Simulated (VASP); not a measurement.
Runs of VASP 6.6.1 on Sb. The structure is that of space group Im-3m (No. 229), or close to it. The cells are those of the table. 

```csv
task,level,potentials or basis,spin,cell,k mesh,cutoff (eV),grid for exact exchange (PRECFOCK),share of exact exchange,screening parameter,gap on the mesh (eV),pressure (GPa)
single point,PBEsol-based global hybrid,"VASP PAW PBE potentials, release 64 (Sb)",off,"a = 3.184 Å, angles 109.5°, 1 atom",5 × 5 × 5,520,Normal,0.25,-,none,-1.4
relaxation of cell and atoms,PBE-based screened hybrid,"VASP PAW PBE potentials, release 64 (Sb)",off,"relaxed from a = 3.241 Å, angles 109.5°, 1 atom",5 × 5 × 5,600,Normal,0.25,0.3 1/Å,none,0.0
single point,LDA,"VASP PAW LDA potentials, release 64 (Sb)",off,"a = 3.241 Å, angles 109.5°, 1 atom",7 × 7 × 7,520,-,-,-,none,(b)
single point,LDA,"VASP PAW LDA potentials, release 64 (Sb)",off,"a = 3.284 Å, angles 109.5°, 1 atom",10 × 10 × 10,520,-,-,-,none,-3.5
single point,HSE06,"VASP PAW PBE potentials, release 64 (Sb)","non-collinear, zero start, SOC","a = 3.241 Å, angles 109.5°, 1 atom",4 × 4 × 4,520,Normal,-,0.2079 1/Å,-,-3.7
single point,BLYP,"VASP PAW PBE potentials, release 64 (Sb)",off,"a = 3.401 Å, angles 109.5°, 1 atom",10 × 10 × 10,520,-,-,-,none,(a)
single point,PBE,"VASP PAW PBE potentials, release 64 (Sb)",off,"a = 3.294 Å, angles 109.5°, 1 atom",10 × 10 × 10,520,-,-,-,none,-0.1
single point,HSE06,"VASP PAW PBE potentials, release 64 (Sb)",off,"a = 3.227 Å, angles 109.5°, 1 atom",5 × 5 × 5,520,Normal,-,0.2079 1/Å,none,-1.2
```

Alike in all rows: smearing fermi-dirac 0.05 eV.

Task: Fill in the values left out.

Result: (a) 0.1; (b) -1.8.

Caveats: some runs use coarse meshes; spin-orbit coupling is left out, which moves the levels of the heavy elements (some runs); the PAW data sets were made with another functional, which shifts forces and pressure a little (some runs).

A k mesh can miss the band edges, and rows without SOC leave out spin-orbit coupling on Sb.

A gap of «none» marks levels without a gap at the run's occupations.
